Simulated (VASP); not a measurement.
# MgI2 (Fm-3m) in VASP: settings compared

MgI2 is run at these levels: PBE, LDA, r2SCAN, HSE06; tasks: single point.

Everything below comes from runs of VASP 6.6.1. Logs are shortened: lines on timing, memory, paths and dates and some standing lists are left out, and cuts for length are marked.

### Step 1. The cell of the first run

The structure is cubic, space group Fm-3m (No. 225). The conventional cell has a = 7.511 Å, b = 7.511 Å, c = 7.511 Å, α = 90.00°, β = 90.00°, γ = 90.00°. Mg (site symmetry m-3m) has 8 I at 3.25 Å within 4.3 Å. I (site symmetry -43m) has 4 Mg at 3.25 Å and 6 I at 3.76 Å within 4.3 Å.

### Step 2. Single point, PBE

File INCAR:

```
PREC = Accurate
ENCUT = 520
EDIFF = 1E-6
ISMEAR = 0
SIGMA = 0.01
LREAL = False
LASPH = True
NELM = 60
ALGO = Normal
ISIF = 2
LWAVE = False
LCHARG = False
GGA = PE
NBANDS = 15
```

File KPOINTS:

```
Automatic mesh
0
Gamma
  4 4 4
```

File POSCAR:

```
MgI2
1.0
    0.0000000000      3.7557205864      3.7557205864
    3.7557205864      0.0000000000      3.7557205864
    3.7557205864      3.7557205864      0.0000000000
Mg I
1 2
Direct
    0.0000000000      0.0000000000      0.0000000000
    0.2500000000      0.2500000000      0.2500000000
    0.7500000000      0.7500000000      0.7500000000
```

Potentials or basis: VASP PAW PBE potentials, release 64 (Mg, I).

Command:

```sh
$ cat potpaw_PBE.64/Mg/POTCAR potpaw_PBE.64/I/POTCAR > POTCAR
$ mpirun -np 1 vasp_std > vasp.out
```

OUTCAR:

```text
PREC = Accurate
   ENCUT = 520
   EDIFF = 1E-6
   ISMEAR = 0
   LREAL = False
   LASPH = True
   NELM = 60
   ISIF = 2
   GGA = PE

 ion  position               nearest neighbor table
   1  0.000  0.000  0.000-   2 3.25   3 3.25   3 3.25   3 3.25   3 3.25   2 3.25   2 3.25   2 3.25

   2  0.250  0.250  0.250-   1 3.25   1 3.25   1 3.25   1 3.25
   3  0.750  0.750  0.750-   1 3.25   1 3.25   1 3.25   1 3.25

  LATTYP: Found a face centered cubic cell.
 ALAT       =     7.5114411728

  Lattice vectors:

 A1 = (   0.0000000000,   3.7557205864,   3.7557205864)
 A2 = (   3.7557205864,   0.0000000000,   3.7557205864)
 A3 = (   3.7557205864,   3.7557205864,   0.0000000000)

Analysis of symmetry for initial positions (statically):
=====================================================================
 Subroutine PRICEL returns:
 Original cell was already a primitive cell.

 Routine SETGRP: Setting up the symmetry group for a
 face centered cubic supercell.

 Subroutine GETGRP returns: Found 48 space group operations
 (whereof 48 operations were pure point group operations)
 out of a pool of 48 trial point group operations.

The static configuration has the point symmetry O_h .

Analysis of symmetry for dynamics (positions and initial velocities):
=====================================================================
 Subroutine PRICEL returns:
 Original cell was already a primitive cell.

 Routine SETGRP: Setting up the symmetry group for a
 face centered cubic supercell.

 Subroutine GETGRP returns: Found 48 space group operations
 (whereof 48 operations were pure point group operations)
 out of a pool of 48 trial point group operations.

The dynamic configuration has the point symmetry O_h .

 Subroutine INISYM returns: Found 48 space group operations
 (whereof 48 operations are pure point group operations),
 and found     1 'primitive' translations

----------------------------------------------------------------------------------------

                                     Primitive cell

  volume of cell :     105.9522

  direct lattice vectors                    reciprocal lattice vectors
     0.000000000  3.755720586  3.755720586    -0.133130245  0.133130245  0.133130245
     3.755720586  0.000000000  3.755720586     0.133130245 -0.133130245  0.133130245
     3.755720586  3.755720586  0.000000000     0.133130245  0.133130245 -0.133130245

  length of vectors
     5.311390990  5.311390990  5.311390990     0.230588348  0.230588348  0.230588348

  position of ions in fractional coordinates (direct lattice)
     0.000000000  0.000000000  0.000000000
     0.250000000  0.250000000  0.250000000
     0.750000000  0.750000000  0.750000000

  ion indices of the primitive-cell ions
   primitive index   ion index
                 1           1
                 2           2
                 3           3

----------------------------------------------------------------------------------------

 KPOINTS: Automatic mesh

Automatic generation of k-mesh.
 Grid dimensions read from file:
 generate k-points for:    4    4    4

 Generating k-lattice:

  Cartesian coordinates                     Fractional coordinates (reciprocal lattice)
    -0.033282561  0.033282561  0.033282561     0.250000000  0.000000000  0.000000000
     0.033282561 -0.033282561  0.033282561     0.000000000  0.250000000  0.000000000
     0.033282561  0.033282561 -0.033282561     0.000000000  0.000000000  0.250000000

  Length of vectors
     0.057647087  0.057647087  0.057647087

  Shift w.r.t. Gamma in fractional coordinates (k-lattice)
     0.000000000  0.000000000  0.000000000

 Subroutine IBZKPT returns following result:
 ===========================================

 Found      8 irreducible k-points:

 Following reciprocal coordinates:
            Coordinates               Weight
  0.000000  0.000000  0.000000      1.000000
  0.250000  0.000000  0.000000      8.000000
  0.500000  0.000000  0.000000      4.000000
  0.250000  0.250000  0.000000      6.000000
  0.500000  0.250000  0.000000     24.000000
 -0.250000  0.250000  0.000000     12.000000
  0.500000  0.500000  0.000000      3.000000
 -0.250000  0.500000  0.250000      6.000000
   k-points           NKPTS =      8   k-points in BZ     NKDIM =      8   number of bands    NBANDS=     15
   number of dos      NEDOS =    301   number of ions     NIONS =      3
   total plane-waves  NPLWV =  64000
   dimension x,y,z NGX =    40 NGY =   40 NGZ =   40
   dimension x,y,z NGXF=    80 NGYF=   80 NGZF=   80
   ions per type =               1   2
   NGX,Y,Z   is equivalent  to a cutoff of  12.52, 12.52, 12.52 a.u.
   NGXF,Y,Z  is equivalent  to a cutoff of  25.04, 25.04, 25.04 a.u.
 SYSTEM =  unknown system
   PREC   = accura    normal or accurate (medium, high low for compatibility)
   ISTART =      0    job   : 0-new  1-cont  2-samecut
   ICHARG =      2    charge: 1-file 2-atom 10-const
   ISPIN  =      1    spin polarized calculation?
   LNONCOLLINEAR =      F non collinear calculations
   LSORBIT =      F    spin-orbit coupling
   LASPH  =      T    aspherical Exc in radial PAW
   ENCUT  =  520.0 eV  38.22 Ry    6.18 a.u.   9.88  9.88  9.88*2*pi/ulx,y,z
   NELM   =     60;   NELMIN=  2; NELMDL= -5     # of ELM steps
   EDIFF  = 0.1E-05   stopping-criterion for ELM
   LREAL  =      F    real-space projection
   EDIFFG = 0.1E-04   stopping-criterion for IOM
   NSW    =      0    number of steps for IOM
   IBRION =     -1    ionic relax: 0-MD 1-quasi-New 2-CG
   NFREE  =      0    steps in history (QN), initial steepest desc. (CG)
   ISIF   =      2    stress and relaxation
   ISYM   =      2    0-nonsym 1-usesym 2-fastsym
   POTIM  = 0.5000    time-step for ionic-motion
   TEBEG  =    0.0;   TEEND  =   0.0 temperature during run
   PSTRESS=    0.0 pullay stress
   NELECT =      16.0000    total number of electrons
   NUPDOWN=      -1.0000    fix difference up-down
   EMIN   =  10.00;   EMAX   =-10.00  energy-range for DOS
   EFERMI =   0.00;   METHOD = LEGACY
   ISMEAR =     0;   SIGMA  =   0.01  broadening in eV -4-tet -1-fermi 0-gaus
   EFERMI_NEDOS =   21; number of points for ismear=-14 and -15
   IALGO  =     38    algorithm
   IMIX   =      4    mixing-type and parameters
     AMIX     =   0.40;   BMIX     =  1.00
     AMIX_MAG =   1.60;   BMIX_MAG =  1.00
  volume/ion in A,a.u.               =      35.32       238.33
  Fermi-wavevector in a.u.,A,eV,Ry     =   0.871789  1.647443 10.340654  0.760017
  Thomas-Fermi vector in A             =   1.990947
   LORBIT       =      0    0 simple, 1 ext, 2 COOP (PROOUT), +10 PAW based schemes
   GGA     = PE    functional components
   LHFCALC =     F    Hartree Fock is set to
   AEXX    =    0.0000 exact exchange contribution
   IVDW    =     0    specifies the selected vdW correction
   LEPSILON=     F    determine dielectric tensor
   LRPA    =     F    only Hartree local field effects (RPA)
 non-spin polarized calculation
 Gauss-broadening in eV      SIGMA  =   0.01
  energy-cutoff  :      520.00
  volume of cell :      105.95
 maximum number of plane-waves:      2884
   NGX = 19   NGY = 19   NGZ = 19

 number of electron      16.0000001 magnetization

 Free energy of the ion-electron system (eV)
  ---------------------------------------------------
  ext. energy  EPLUGINS =         0.00000000
  ---------------------------------------------------
  free energy    TOTEN  =        -6.39771400 eV

  energy without entropy =       -6.39771400  energy(sigma->0) =       -6.39771400

 E-fermi :   3.3568     XC(G=0):  -8.1185

 val. band max:        3.2647197483   @ k =   0.5000   0.5000   0.0000
 cond. band min:       3.8429752000   @ k =   0.0000   0.0000   0.0000
 fundamental gap:      0.5782554516
 Fermi energy:         3.3567556897

 k-point     1 :       0.0000    0.0000    0.0000
  band No.  band energies     occupation
      1      -9.6721      2.00000
      2      -8.1103      2.00000
      3       0.3077      2.00000
      4       0.3077      2.00000
      5       0.3077      2.00000
      6       2.1551      2.00000
      7       2.1551      2.00000
      8       2.1551      2.00000
      9       3.8430      0.00000
     10       6.3714      0.00000
     11       6.3714      0.00000
     12       6.3714      0.00000
     13       8.4427      0.00000
     14       8.4427      0.00000
     15       9.8339      0.00000

 k-point     2 :       0.2500    0.0000    0.0000
  band No.  band energies     occupation
      1      -9.4542      2.00000
      2      -8.3494      2.00000
      3       0.1511      2.00000
      4       0.4234      2.00000
      5       0.4234      2.00000
      6       1.1218      2.00000
      7       1.6661      2.00000
      8       1.6661      2.00000
      9       5.2048      0.00000
     10       7.0358      0.00000
     11       7.0358      0.00000
     12       7.1818      0.00000
     13       9.5685      0.00000
     14       9.5685      0.00000
     15      11.0594      0.00000

 k-point     3 :       0.5000    0.0000    0.0000
  band No.  band energies     occupation
      1      -8.9192      2.00000
      2      -8.9053      2.00000
      3      -0.1321      2.00000
      4       0.7310      2.00000
      5       0.7615      2.00000
      6       0.7615      2.00000
      7       1.0080      2.00000
      8       1.0080      2.00000
      9       5.9156      0.00000
     10       8.3275      0.00000
     11       8.3275      0.00000
     12       9.2271      0.00000
     13       9.8821      0.00000
     14       9.8821      0.00000
     15      10.2995      0.00000

 k-point     4 :       0.2500    0.2500    0.0000
  band No.  band energies     occupation
      1      -9.4090      2.00000
      2      -8.3658      2.00000
      3      -0.1862      2.00000
      4      -0.1365      2.00000
      5      -0.1365      2.00000
      6       1.5535      2.00000
      7       2.4539      2.00000
      8       2.4539      2.00000
      9       4.5912      0.00000
     10       6.4065      0.00000
     11       7.8274      0.00000
     12       7.8274      0.00000
     13       9.0089      0.00000
     14      10.3444      0.00000
     15      11.5274      0.00000

 k-point     5 :       0.5000    0.2500    0.0000
  band No.  band energies     occupation
      1      -9.0617      2.00000
      2      -8.6968      2.00000
      3      -1.0520      2.00000
      4      -0.2235      2.00000
      5      -0.1209      2.00000
      6       1.8992      2.00000
      7       2.1377      2.00000
      8       2.4905      2.00000
      9       5.1061      0.00000
     10       7.8555      0.00000
     11       8.7820      0.00000
     12       8.7979      0.00000
     13       9.6577      0.00000
     14      10.3616      0.00000
     15      11.1906      0.00000

 k-point     6 :      -0.2500    0.2500    0.0000
  band No.  band energies     occupation
      1      -9.1564      2.00000
      2      -8.6311      2.00000
      3      -0.8010      2.00000
      4       0.1643      2.00000
      5       0.5454      2.00000
      6       1.0173      2.00000
      7       1.2951      2.00000
      8       2.7231      2.00000
      9       5.4301      0.00000
     10       7.4726      0.00000
     11       8.0062      0.00000
     12       8.7982      0.00000
     13       8.8495      0.00000
     14      11.2194      0.00000
     15      11.3574      0.00000

 k-point     7 :       0.5000    0.5000    0.0000
  band No.  band energies     occupation
      1      -9.1015      2.00000
      2      -8.5909      2.00000
      3      -1.5753      2.00000
      4      -0.4834      2.00000
      5      -0.4834      2.00000
      6       2.7660      2.00000
      7       2.7660      2.00000
      8       3.2647      2.00000
      9       4.3204      0.00000
     10       7.3478      0.00000
     11       9.6775      0.00000
     12       9.6775      0.00000
     13       9.7447      0.00000
     14      10.1134      0.00000
     15      10.4892      0.00000

 k-point     8 :      -0.2500    0.5000    0.2500
  band No.  band energies     occupation
      1      -8.8636      2.00000
      2      -8.8636      2.00000
      3      -1.3857      2.00000
      4      -0.8007      2.00000
      5       0.8319      2.00000
      6       0.8319      2.00000
      7       2.9339      2.00000
      8       3.0698      2.00000
      9       5.1562      0.00000
     10       7.4175      0.00000
     11       8.6679      0.00000
     12       8.6679      0.00000
     13      10.8573      0.00000
     14      11.1073      0.00000
     15      11.1073      0.00000

------------------------ aborting loop because EDIFF is reached ----------------------------------------

  FORCE on cell =-STRESS in cart. coord.  units (eV):
  Direction    XX          YY          ZZ          XY          YZ          ZX
  --------------------------------------------------------------------------------------
  -------------------------------------------------------------------------------------
  Total        0.1092912      0.1092912      0.1092912      0.0000000      0.0000000     -0.0000000
  in kB        1.6526694      1.6526694      1.6526694      0.0000000      0.0000000     -0.0000000
  external PRESSURE =       1.6526694 kB  Pullay stress =       0.0000000 kB

 VOLUME and BASIS-vectors are now :
 -----------------------------------------------------------------------------
  energy-cutoff  :      520.00
  volume of cell :      105.95
      direct lattice vectors                 reciprocal lattice vectors
     0.000000000  3.755720586  3.755720586    -0.133130245  0.133130245  0.133130245
     3.755720586  0.000000000  3.755720586     0.133130245 -0.133130245  0.133130245
     3.755720586  3.755720586  0.000000000     0.133130245  0.133130245 -0.133130245

 POSITION                                       TOTAL-FORCE (eV/Angst)
 -----------------------------------------------------------------------------------
      0.00000      0.00000      0.00000         0.000000      0.000000      0.000000
      1.87786      1.87786      1.87786         0.000000     -0.000000      0.000000
      5.63358      5.63358      5.63358        -0.000000      0.000000     -0.000000
 -----------------------------------------------------------------------------------
    total drift:                                0.000000     -0.000000      0.000000

  FREE ENERGIE OF THE ION-ELECTRON SYSTEM (eV)
  ---------------------------------------------------
  free  energy   TOTEN  =        -6.3977140007 eV

  energy  without entropy=       -6.3977140007  energy(sigma->0) =       -6.39771400
```

Run time: 23 s. Hardware: 1 thread of Intel Xeon Platinum 8259CL at 2.50GHz (Skylake/Cascade Lake), shared host; peak memory 0.23 GiB.

What came out:

* Free energy: -6.3977 eV
* Pressure: 0.2 GPa
* Band gap on the k mesh: 0.58 eV, indirect (least direct gap 1.06 eV)

Caveat: spin-orbit coupling is left out, which moves the levels of the heavy elements. A k mesh can miss the band edges.

(Part 1 of 2 ends here.)
